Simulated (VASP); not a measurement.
Ti: single point with r2SCAN

Crystal: Ti.

```
CELL_PARAMETERS angstrom
2.93858 0.00000 0.00000
-1.46929 2.54489 0.00000
0.00000 0.00000 4.65043
ATOMIC_POSITIONS crystal
Ti 0.33333 0.66667 0.25000
Ti 0.66667 0.33333 0.75000
```

```yaml
Program: VASP 6.6.1
Task: single point
Functional: r2SCAN
Potentials_or_basis: VASP PAW PBE potentials, release 64 (Ti_sv)
Cutoff: 520 eV
k_mesh: 18 × 18 × 10
Occupations: gaussian, width 0.1 eV
Spin: no spin polarisation
```

- Pressure: -0.2 GPa
- Band gap on the k mesh: zero (band 12 reaches 9.25 eV, above the bottom of band 13 at 8.02 eV)

Stress tensor (GPa, compression positive):
```
-0.14  0.00  0.00
 0.00 -0.14  0.00
 0.00  0.00 -0.36
```

Levels at points of the mesh, in eV from the Fermi level:
| k point | band 10 | band 11 | band 12 | band 13 | band 14 | band 15 |
| --- | --- | --- | --- | --- | --- | --- |
| (0.00, 0.00, 0.00) | -2.87 | 0.56 | 0.86 | 0.86 | 0.97 | 1.39 |
| (0.50, 0.00, 0.00) | -2.29 | -1.94 | -0.85 | 0.60 | 0.69 | 1.26 |
| (0.00, 0.00, 0.50) | -4.69 | 0.06 | 0.06 | 0.77 | 0.77 | 0.77 |
| (0.50, 0.00, 0.50) | -2.68 | -0.88 | -0.88 | 1.23 | 1.23 | 1.90 |

Wall time 7.6 min on 1 thread of Intel(R) Xeon(R) Platinum 8488C (Sapphire Rapids), on a shared host, peak memory 0.25 GiB.

Caveat: the PAW data sets were made with another functional, which shifts forces and pressure a little.
